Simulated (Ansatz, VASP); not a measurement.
This is a calculation of SiSe for VASP 6.6.1.

Contents of INCAR:

```
PREC = Accurate
ENCUT = 500
EDIFF = 1E-6
ISMEAR = -1
SIGMA = 0.05
LREAL = False
LASPH = True
NELM = 120
ALGO = Normal
ISIF = 2
LWAVE = False
LCHARG = False
GGA = PE
NBANDS = 12
GGA_COMPAT = False
```

The input KPOINTS:

```
Automatic mesh
0
Gamma
  7 7 6
```

File POSCAR:

```
SiSe
1.0
    3.5592480000      0.0000000000      0.0000000000
   -1.7796240000      3.0823947000      0.0000000000
    0.0000000000      0.0000000000      3.5987300000
Si Se
1 1
Direct
    0.6666700000      0.3333300000      0.5000000000
    0.0000000000      0.0000000000      0.0000000000
```

Potentials or basis: VASP PAW PBE potentials, release 64 (Si, Se).

Command:

```bash
$ cat potpaw_PBE.64/Si/POTCAR potpaw_PBE.64/Se/POTCAR > POTCAR
$ mpirun -np 1 vasp_std > vasp.out
```

Task: Set up the same calculation for Ansatz 0.2.0. Potentials there: Ansatz PAW.

Result: As run (the cutoff follows the program's own potentials):

The input input.yaml:

```yaml
crystal:
  lattice:
    - [3.559248, 0.0, 0.0]
    - [-1.779624, 3.0823947, 0.0]
    - [0.0, 0.0, 3.59873]
  atoms:
    - { symbol: Si, position: [0.66667, 0.33333, 0.5] }
    - { symbol: Se, position: [0.0, 0.0, 0.0] }
hamiltonian:
  xc: pbe
  pseudopotentials: { kind: paw }
kpoints:
  mp_grid: { grid: [7, 7, 6] }
scf:
  occupations: { method: fermi_dirac, width: 0.05 }
output:
  forces: true
  stress: true
  eigenvalues: true
```

Potentials or basis: Ansatz PAW.

The run is started by

```console
$ ansatz run input.yaml --threads 2 --pin off --max-ram 5632MiB --backend cpu --events-out ev --progress --plain --runs-dir out
```

Both were run:

|  | VASP | Ansatz | Ansatz less VASP |
| --- | --- | --- | --- |
| gap on the k mesh at the Fermi level (eV) | none | none | - |
| pressure (GPa) | 0.5 | 0.5 | -0.04 |
| traceless stress, the component that is largest in VASP (GPa) | -0.47 | -0.48 | -0.009 |

A gap of «none» marks a metal or a gap that the smearing closes. VASP's potentials hold 10 valence electrons a cell and Ansatz's 20, so a difference there can come from the potentials and not from the codes.
